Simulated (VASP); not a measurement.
Set up this calculation in VASP 6.6.1, as the native input.

```
Task                   : single point
Functional             : LDA
Potentials or basis    : VASP PAW LDA potentials, release 64 (Mo_sv, Si)
Cutoff                 : 520 eV
k mesh                 : 15 × 15 × 15
Occupations            : fermi-dirac, width 0.05 eV
Spin                   : no spin polarisation
Dipole correction      : no
Further INCAR settings : ALGO = Normal; EDIFF = 1e-07; NBANDS = 18
```

The structure of Si2Mo (MoSi2 type) lies in POSCAR:

```
Si2Mo
1.0
   -1.4644085077      1.4644085077      3.6539880059
    1.4644085077     -1.4644085077      3.6539880059
    1.4644085077      1.4644085077     -3.6539880059
Mo Si
1 2
Direct
    0.0000000000      0.0000000000      0.0000000000
    0.3323756031      0.3323756031      0.0000000000
   -0.3323756031     -0.3323756031      0.0000000000
```

One way to write it, as run:

INCAR

```
SYSTEM = Si2Mo
  PREC = Accurate
  ENCUT = 520
  EDIFF = 1E-7
  ISMEAR = -1
  SIGMA = 0.05
  LREAL = .FALSE.
  LASPH = .TRUE.
  NELM = 60
  ALGO = Normal
  ISIF = 2
  LWAVE = .FALSE.
  LCHARG = .FALSE.
  GGA = CA
  NBANDS = 18
```

KPOINTS

```
regular mesh
0
G
  15 15 15
  0 0 0
```

Potentials or basis: VASP PAW LDA potentials, release 64 (Mo_sv, Si).

The run is started by

```sh
$ cat potpaw_LDA.64/Mo_sv/POTCAR potpaw_LDA.64/Si/POTCAR > POTCAR
$ mpirun -np 1 vasp_std > vasp.out
```

It gave:

```json
{
 "Pressure": "82.4 GPa",
 "Largest force": "0.023 eV/Å",
 "Band gap on the k mesh": "zero (band 11 reaches 17.18 eV, above the bottom of band 12 at 15.99 eV)"
}
```

Wall time 79 s on 1 thread of Intel(R) Xeon(R) 6975P-C (Granite Rapids) (shared host), peak memory 0.26 GiB.
